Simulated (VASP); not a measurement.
# Au (Fm-3m) in VASP: further runs

Runs on Au. Level: PBEsol. Tasks: relaxation of cell and atoms.

All numbers are computed with VASP 6.6.1; they aren't measurements. Logs are shortened: lines on timing, memory, paths and dates and some standing lists are left out, and cuts for length are marked.

## 1. The cell of the first run

The structure is cubic, space group Fm-3m (No. 225). Conventional cell: a = 4.028 Å, b = 4.028 Å, c = 4.028 Å, α = 90.00°, β = 90.00°, γ = 90.00°. Within 3.8 Å of Au (site symmetry m-3m) lie 12 Au at 2.85 Å.

## 2. Relaxation of cell and atoms, PBEsol, target pressure 15 GPa, at which the enthalpy is minimised

INCAR

```
ALGO = Normal
EDIFF = 1E-7
EDIFFG = -0.001
ENCUT = 500
GGA = PS
GGA_COMPAT = F
IBRION = 2
ISIF = 3
ISMEAR = -1
LASPH = T
LCHARG = F
LREAL = F
LWAVE = F
NELM = 120
NELMIN = 4
NSW = 80
PREC = Accurate
PSTRESS = 150.0
SIGMA = 0.15
```

KPOINTS

```
k-points
0
Gamma
  20 20 20
```

POSCAR

```
Au
1.0
    0.0000000000      2.0140798738      2.0140798738
    2.0140798738      0.0000000000      2.0140798738
    2.0140798738      2.0140798738      0.0000000000
Au
1
Direct
    0.0000000000      0.0000000000      0.0000000000
```

Potentials or basis: VASP PAW PBE potentials, release 64 (Au).

Command:

```console
cat potpaw_PBE.64/Au/POTCAR > POTCAR
mpirun -np 1 vasp_std > vasp.out
```

OUTCAR:

```text
EDIFF = 1E-7
   EDIFFG = -0.001
   ENCUT = 500
   GGA = PS
   IBRION = 2
   ISIF = 3
   ISMEAR = -1
   LASPH = T
   LREAL = F
   NELM = 120
   NELMIN = 4
   NSW = 80
   PREC = Accurate
   PSTRESS = 150.0

 ion  position               nearest neighbor table
   1  0.000  0.000  0.000-

  LATTYP: Found a face centered cubic cell.
 ALAT       =     4.0281597476

  Lattice vectors:

 A1 = (   0.0000000000,   2.0140798738,   2.0140798738)
 A2 = (   2.0140798738,   0.0000000000,   2.0140798738)
 A3 = (   2.0140798738,   2.0140798738,   0.0000000000)

Analysis of symmetry for initial positions (statically):
=====================================================================
 Subroutine PRICEL returns:
 Original cell was already a primitive cell.

 Routine SETGRP: Setting up the symmetry group for a
 face centered cubic supercell.

 Subroutine GETGRP returns: Found 48 space group operations
 (whereof 48 operations were pure point group operations)
 out of a pool of 48 trial point group operations.

The static configuration has the point symmetry O_h .

Analysis of symmetry for dynamics (positions and initial velocities):
=====================================================================
 Subroutine PRICEL returns:
 Original cell was already a primitive cell.

 Routine SETGRP: Setting up the symmetry group for a
 face centered cubic supercell.

 Subroutine GETGRP returns: Found 48 space group operations
 (whereof 48 operations were pure point group operations)
 out of a pool of 48 trial point group operations.

The dynamic configuration has the point symmetry O_h .

 Subroutine INISYM returns: Found 48 space group operations
 (whereof 48 operations are pure point group operations),
 and found     1 'primitive' translations

----------------------------------------------------------------------------------------

                                     Primitive cell

  volume of cell :      16.3403

  direct lattice vectors                    reciprocal lattice vectors
     0.000000000  2.014079874  2.014079874    -0.248252319  0.248252319  0.248252319
     2.014079874  0.000000000  2.014079874     0.248252319 -0.248252319  0.248252319
     2.014079874  2.014079874  0.000000000     0.248252319  0.248252319 -0.248252319

  length of vectors
     2.848339073  2.848339073  2.848339073     0.429985630  0.429985630  0.429985630

  position of ions in fractional coordinates (direct lattice)
     0.000000000  0.000000000  0.000000000

  ion indices of the primitive-cell ions
   primitive index   ion index
                 1           1

----------------------------------------------------------------------------------------

 KPOINTS: k-points

Automatic generation of k-mesh.
 Grid dimensions read from file:
 generate k-points for:   20   20   20

 Generating k-lattice:

  Cartesian coordinates                     Fractional coordinates (reciprocal lattice)
    -0.012412616  0.012412616  0.012412616     0.050000000  0.000000000  0.000000000
     0.012412616 -0.012412616  0.012412616     0.000000000  0.050000000  0.000000000
     0.012412616  0.012412616 -0.012412616     0.000000000  0.000000000  0.050000000

  Length of vectors
     0.021499282  0.021499282  0.021499282

  Shift w.r.t. Gamma in fractional coordinates (k-lattice)
     0.000000000  0.000000000  0.000000000

 Subroutine IBZKPT returns following result:
 ===========================================

 Found    256 irreducible k-points:

 Following reciprocal coordinates:
            Coordinates               Weight
  0.000000  0.000000  0.000000      1.000000
  0.050000  0.000000  0.000000      8.000000
  0.100000  0.000000  0.000000      8.000000
  0.150000  0.000000  0.000000      8.000000
  0.200000  0.000000  0.000000      8.000000
  0.250000  0.000000  0.000000      8.000000
[... 16 lines left out ...]
 -0.400000  0.050000  0.000000     24.000000
 -0.350000  0.050000  0.000000     24.000000
 [... further k-points ...]
   k-points           NKPTS =    256   k-points in BZ     NKDIM =    256   number of bands    NBANDS=      9
   number of dos      NEDOS =    301   number of ions     NIONS =      1
   total plane-waves  NPLWV =  13824
   dimension x,y,z NGX =    24 NGY =   24 NGZ =   24
   dimension x,y,z NGXF=    48 NGYF=   48 NGZF=   48
   ions per type =               1
   NGX,Y,Z   is equivalent  to a cutoff of  14.01, 14.01, 14.01 a.u.
   NGXF,Y,Z  is equivalent  to a cutoff of  28.02, 28.02, 28.02 a.u.
 SYSTEM =  unknown system
   PREC   = accura    normal or accurate (medium, high low for compatibility)
   ISTART =      0    job   : 0-new  1-cont  2-samecut
   ICHARG =      2    charge: 1-file 2-atom 10-const
   ISPIN  =      1    spin polarized calculation?
   LNONCOLLINEAR =      F non collinear calculations
   LSORBIT =      F    spin-orbit coupling
   LASPH  =      T    aspherical Exc in radial PAW
   ENCUT  =  500.0 eV  36.75 Ry    6.06 a.u.   5.19  5.19  5.19*2*pi/ulx,y,z
   NELM   =    120;   NELMIN=  4; NELMDL= -5     # of ELM steps
   EDIFF  = 0.1E-06   stopping-criterion for ELM
   LREAL  =      F    real-space projection
   EDIFFG = -.1E-02   stopping-criterion for IOM
   NSW    =     80    number of steps for IOM
   IBRION =      2    ionic relax: 0-MD 1-quasi-New 2-CG
   NFREE  =      1    steps in history (QN), initial steepest desc. (CG)
   ISIF   =      3    stress and relaxation
   ISYM   =      2    0-nonsym 1-usesym 2-fastsym
   POTIM  = 0.5000    time-step for ionic-motion
   TEBEG  =    0.0;   TEEND  =   0.0 temperature during run
   PSTRESS=  150.0 pullay stress
   NELECT =      11.0000    total number of electrons
   NUPDOWN=      -1.0000    fix difference up-down
   EMIN   =  10.00;   EMAX   =-10.00  energy-range for DOS
   EFERMI =   0.00;   METHOD = LEGACY
   ISMEAR =    -1;   SIGMA  =   0.15  broadening in eV -4-tet -1-fermi 0-gaus
   EFERMI_NEDOS =   21; number of points for ismear=-14 and -15
   IALGO  =     38    algorithm
   IMIX   =      4    mixing-type and parameters
     AMIX     =   0.40;   BMIX     =  1.00
     AMIX_MAG =   1.60;   BMIX_MAG =  1.00
  volume/ion in A,a.u.               =      16.34       110.27
  Fermi-wavevector in a.u.,A,eV,Ry     =   1.434781  2.711343 28.008917  2.058597
  Thomas-Fermi vector in A             =   2.554152
   LORBIT       =      0    0 simple, 1 ext, 2 COOP (PROOUT), +10 PAW based schemes
   GGA     = PS    functional components
   LHFCALC =     F    Hartree Fock is set to
   AEXX    =    0.0000 exact exchange contribution
   IVDW    =     0    specifies the selected vdW correction
   LEPSILON=     F    determine dielectric tensor
   LRPA    =     F    only Hartree local field effects (RPA)
 conjugate gradient relaxation of ions
 non-spin polarized calculation
  energy-cutoff  :      500.00
  volume of cell :       16.34
 maximum number of plane-waves:       428
 NGX is ok and might be reduce to    24
   NGX = 11   NGY = 11   NGZ = 11

--------------------------------------- Ionic step        1  -------------------------------------------

 number of electron      10.9999999 magnetization

 Free energy of the ion-electron system (eV)
  ---------------------------------------------------
  ext. energy  EPLUGINS =         0.00000000
  ---------------------------------------------------
  free energy    TOTEN  =        -3.91914284 eV

  energy without entropy =       -3.89884738  energy(sigma->0) =       -3.90899511

------------------------ aborting loop because EDIFF is reached ----------------------------------------

  FORCE on cell =-STRESS in cart. coord.  units (eV):
  Direction    XX          YY          ZZ          XY          YZ          ZX
  --------------------------------------------------------------------------------------
  -------------------------------------------------------------------------------------
  Total        0.7831987      0.7831987      0.7831987     -0.0000000     -0.0000000      0.0000000
  in kB       76.7931449     76.7931449     76.7931449     -0.0000000     -0.0000000      0.0000000
  external PRESSURE =     -73.2068551 kB  Pullay stress =     150.0000000 kB

 VOLUME and BASIS-vectors are now :
 -----------------------------------------------------------------------------
  energy-cutoff  :      500.00
  volume of cell :       16.34
      direct lattice vectors                 reciprocal lattice vectors
     0.000000000  2.014079874  2.014079874    -0.248252319  0.248252319  0.248252319
     2.014079874  0.000000000  2.014079874     0.248252319 -0.248252319  0.248252319
     2.014079874  2.014079874  0.000000000     0.248252319  0.248252319 -0.248252319
[... 192 lines left out ...]
  FREE ENERGIE OF THE ION-ELECTRON SYSTEM (eV)
  ---------------------------------------------------
  free  energy   TOTEN  =        -3.8860717952 eV

  energy  without entropy=       -3.8660563343  energy(sigma->0) =       -3.87606406

  enthalpy is  TOTEN    =        -2.4010357811 eV   P V=        1.4850360141

--------------------------------------- Ionic step        7  -------------------------------------------

 number of electron      11.0000002 magnetization

 Free energy of the ion-electron system (eV)
  ---------------------------------------------------
  ext. energy  EPLUGINS =         0.00000000
  ---------------------------------------------------
  free energy    TOTEN  =        -3.88434328 eV

  energy without entropy =       -3.86433950  energy(sigma->0) =       -3.87434139

 E-fermi :  10.5793     XC(G=0): -13.3207

 val. band max:       10.5313199662   @ k =   0.4500   0.4500   0.0000
 cond. band min:      10.5802111983   @ k =   0.5000   0.2500   0.1000
 fundamental gap:      0.0488912321
 Fermi energy:        10.5793465323

 k-point     1 :       0.0000    0.0000    0.0000
  band No.  band energies     occupation
      1      -0.1766      2.00000
      2       5.4505      2.00000
      3       5.4505      2.00000
      4       5.4505      2.00000
      5       7.1885      2.00000
      6       7.1885      2.00000
      7      24.9206      0.00000
      8      29.3377      0.00000
      9      29.3377      0.00000

 k-point     2 :       0.0500    0.0000    0.0000
  band No.  band energies     occupation
      1      -0.0829      2.00000
      2       5.4161      2.00000
      3       5.4848      2.00000
      4       5.4848      2.00000
      5       7.1716      2.00000
      6       7.1716      2.00000
      7      25.0453      0.00000
      8      28.7455      0.00000
      9      29.4621      0.00000
[... 253 lines left out ...]
 k-point    24 :      -0.3500    0.0500    0.0000
  band No.  band energies     occupation
      1       2.5316      2.00000
      2       5.5217      2.00000
      3       5.5915      2.00000
      4       6.5702      2.00000
      5       7.9124      2.00000
      6       8.4999      2.00000
      7      17.5701      0.00000
      8      25.1088      0.00000
      9      28.4207      0.00000

 [... further k-points ...]
[... 5 lines left out ...]
  --------------------------------------------------------------------------------------
  -------------------------------------------------------------------------------------
  Total        1.4838038      1.4838038      1.4838038      0.0000000      0.0000000      0.0000000
  in kB      150.0519356    150.0519356    150.0519356      0.0000000      0.0000000      0.0000000
  external PRESSURE =       0.0519356 kB  Pullay stress =     150.0000000 kB

 VOLUME and BASIS-vectors are now :
 -----------------------------------------------------------------------------
  energy-cutoff  :      500.00
  volume of cell :       15.84
      direct lattice vectors                 reciprocal lattice vectors
    -0.000000000  1.993449123  1.993449123    -0.250821551  0.250821551  0.250821551
     1.993449123 -0.000000000  1.993449123     0.250821551 -0.250821551  0.250821551
     1.993449123  1.993449123 -0.000000000     0.250821551  0.250821551 -0.250821551

 POSITION                                       TOTAL-FORCE (eV/Angst)
 -----------------------------------------------------------------------------------
      0.00000      0.00000     -0.00000         0.000000     -0.000000     -0.000000
 -----------------------------------------------------------------------------------
    total drift:                               -0.000000     -0.000000     -0.000000

  FREE ENERGIE OF THE ION-ELECTRON SYSTEM (eV)
  ---------------------------------------------------
  free  energy   TOTEN  =        -3.8843432759 eV

  energy  without entropy=       -3.8643395036  energy(sigma->0) =       -3.87434139

  enthalpy is  TOTEN    =        -2.4010530320 eV   P V=        1.4832902439

 reached required accuracy - stopping structural energy minimisation
```

Run time: 2.1 min. Hardware: 1 thread of Intel Xeon 8259CL, shared host; peak memory 0.18 GiB.

What came out:

```
Free energy                                                : -3.8843 eV
Relaxed volume                                             : 15.84 Å³/atom
Relaxed cell                                               : a = 2.819 Å, b = 2.819 Å, c = 2.819 Å, α = 60.00°, β = 60.00°, γ = 60.00°
Space group after relaxing (to 0.1 Å)                      : Fm-3m (No. 225)
Energy change on relaxing (the run minimises the enthalpy) : +34.8 meV/atom
Ionic steps                                                : 7
Pressure after relaxing                                    : 15.0 GPa
Band gap on the k mesh                                     : zero (an odd number of electrons rules out a gap without spin polarisation)
```

The path:
```csv
step,energy change (eV),largest force (eV/Å),pressure (GPa),volume (Å³)
1,0.0000,0.0000,7.68,16.34
2,0.2347,0.0000,40.12,14.64
3,0.0335,0.0000,14.76,15.86
4,0.0346,0.0000,14.98,15.85
5,0.0356,0.0000,15.14,15.84
6,0.0331,0.0000,14.71,15.86
7,0.0348,0.0000,15.01,15.84
```

Final structure:
```
CELL_PARAMETERS angstrom
0.00000 1.99345 1.99345
1.99345 0.00000 1.99345
1.99345 1.99345 0.00000
ATOMIC_POSITIONS crystal
Au 0.00000 0.00000 0.00000
```

Caveat: the cell is relaxed towards a set pressure, so the run minimises the enthalpy, not the energy; the PAW data sets were made with another functional, which shifts forces and pressure a little; spin-orbit coupling is left out, which moves the levels of the heavy elements.

## 3. Relaxation of cell and atoms, PBEsol, target pressure 8 GPa, at which the enthalpy is minimised

This run uses another cell than the first one, of 16.74 Å³/atom.

INCAR

```
PREC = Accurate ; ENCUT = 500
EDIFF = 1E-7 ; ISMEAR = -1
SIGMA = 0.15 ; LREAL = False
LASPH = True ; NELM = 120
ALGO = Normal ; ISIF = 3
LWAVE = False ; LCHARG = False
GGA = PS ; IBRION = 2
NSW = 80 ; EDIFFG = -0.001
PSTRESS = 80.0 ; GGA_COMPAT = False
NELMIN = 4
```

KPOINTS

```
regular mesh
0
Gamma
  20 20 20
```

POSCAR

```
Au
1.0
    0.0000000000      2.0304777801      2.0304777801
    2.0304777801      0.0000000000      2.0304777801
    2.0304777801      2.0304777801      0.0000000000
Au
1
Direct
    0.0000000000      0.0000000000      0.0000000000
```

Potentials or basis: VASP PAW PBE potentials, release 64 (Au).

Command:

```console
cat potpaw_PBE.64/Au/POTCAR > POTCAR
mpirun -np 1 vasp_std > vasp.out
```

Run time: 1.8 min. Hardware: 1 thread of Intel Xeon 8259CL, shared host; peak memory 0.18 GiB.

Results (log left out):

| Property | Result |
| --- | --- |
| Free energy | -3.9183 eV |
| Relaxed volume | 16.32 Å³/atom |
| Relaxed cell | a = 2.847 Å, b = 2.847 Å, c = 2.847 Å, α = 60.00°, β = 60.00°, γ = 60.00° |
| Space group after relaxing (to 0.1 Å) | Fm-3m (No. 225) |
| Energy change on relaxing (the run minimises the enthalpy) | +14.1 meV/atom |
| Ionic steps | 6 |
| Pressure after relaxing | 8.0 GPa |
| Band gap on the k mesh | zero (an odd number of electrons rules out a gap without spin polarisation) |

Step by step:
| step | energy change (eV) | largest force (eV/Å) | pressure (GPa) | volume (Å³) |
| --- | --- | --- | --- | --- |
| 1 | 0.0000 | 0.0000 | 2.71 | 16.74 |
| 2 | 0.0943 | 0.0000 | 22.14 | 15.44 |
| 3 | 0.0137 | 0.0000 | 7.89 | 16.32 |
| 4 | 0.0141 | 0.0000 | 8.01 | 16.32 |
| 5 | 0.0140 | 0.0000 | 7.99 | 16.32 |
| 6 | 0.0141 | 0.0000 | 8.00 | 16.32 |

Final structure:
```
Au
1.0
     0.00000    2.01308    2.01308
     2.01308    0.00000    2.01308
     2.01308    2.01308    0.00000
Au
1
Cartesian
  0.0000 0.0000 0.0000
```

Levels at points of the mesh, in eV from the Fermi level:
```
           k point  band 2  band 3  band 4  band 5  band 6  band 7  band 8  band 9
(0.00, 0.00, 0.00)   -4.94   -4.94   -4.94   -3.29   -3.29   14.41   18.66   18.66
(0.50, 0.00, 0.00)   -4.98   -4.98   -1.99   -1.99   -1.25    3.28   13.86   17.40
(0.50, 0.50, 0.00)   -7.17   -2.04   -1.64   -1.64    0.81    6.09   10.06   10.06
```

Caveat: the cell is relaxed towards a set pressure, so the run minimises the enthalpy, not the energy; the PAW data sets were made with another functional, which shifts forces and pressure a little; spin-orbit coupling is left out, which moves the levels of the heavy elements.
